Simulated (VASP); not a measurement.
Wanted: the native input for a VASP 6.6.1 run.

```
Task                   : relaxation of cell and atoms
Functional             : PBE
Potentials or basis    : VASP PAW PBE potentials, release 64 (Fe)
Cutoff                 : 600 eV
k mesh                 : 9 × 9 × 9
Occupations            : methfessel-paxton, width 0.05 eV
Spin                   : collinear spin, ferromagnetic start
Starting moments       : [3.5] μB
Target pressure        : 10 GPa
Dipole correction      : no
Further INCAR settings : ALGO = Normal; EDIFF = 1e-06; IBRION = 2; EDIFFG = -0.01; NSW = 80; ISIF = 3
```

The structure of Fe lies in POSCAR:

```
Fe
1.0
    2.3600000000      0.0000000000      0.0000000000
    0.0000000000      2.3600000000      0.0000000000
    0.0000000000      0.0000000000      2.3600000000
Fe
1
Direct
    0.0000000000      0.0000000000      0.0000000000
```

The input as run:

INCAR

```
PREC     = Accurate       # precision mode
ENCUT    = 600            # plane-wave cutoff, eV
EDIFF    = 1E-6           # SCF threshold, eV
ISMEAR   = 1              # smearing method
SIGMA    = 0.05           # smearing width, eV
LREAL    = False          # projectors in reciprocal space
LASPH    = True           # aspherical terms in the spheres
NELM     = 150            # most SCF steps
ALGO     = Normal         # electronic algorithm
ISIF     = 3              # what is computed and relaxed
LWAVE    = False          # write WAVECAR
LCHARG   = False          # write CHGCAR
ISPIN    = 2              # spin polarisation
MAGMOM   = 3.5            # initial moments
LORBIT   = 11             # projections on sites
LMAXMIX  = 4              # l up to which the mixer works
GGA      = PE             # functional
IBRION   = 2              # ionic algorithm
NSW      = 80             # ionic steps
EDIFFG   = -0.01          # ionic threshold
PSTRESS  = 100.0
```

KPOINTS

```
Automatic mesh
0
Gamma
  9 9 9
```

Potentials or basis: VASP PAW PBE potentials, release 64 (Fe).

Launch:

```sh
$ cat potpaw_PBE.64/Fe/POTCAR > POTCAR
$ mpirun -np 1 vasp_std > vasp.out
```

It gave:

```
Relaxed volume                                         : 12.40 Å³/atom
Relaxed cell                                           : a = 2.315 Å, b = 2.315 Å, c = 2.315 Å, α = 90.00°, β = 90.00°, γ = 90.00°
Space group after relaxing (to 0.05 Å)                 : Pm-3m (No. 221)
Energy change on relaxing (the enthalpy is what falls) : +30.5 meV/atom
Ionic steps                                            : 9
Pressure after relaxing                                : 10.1 GPa
Net moment                                             : 2.33 μB per cell
Site moments                                           : Fe +2.31 μB
Valence electrons inside the program's atomic spheres  : Fe 7.30
```

Caveat: the cell is relaxed towards a set pressure, so the enthalpy falls and the energy may rise.

Run time: 39 s on 1 thread of AMD EPYC 9R45 96-Core Processor (Zen 5), with other jobs on the host, peak memory 0.11 GiB.
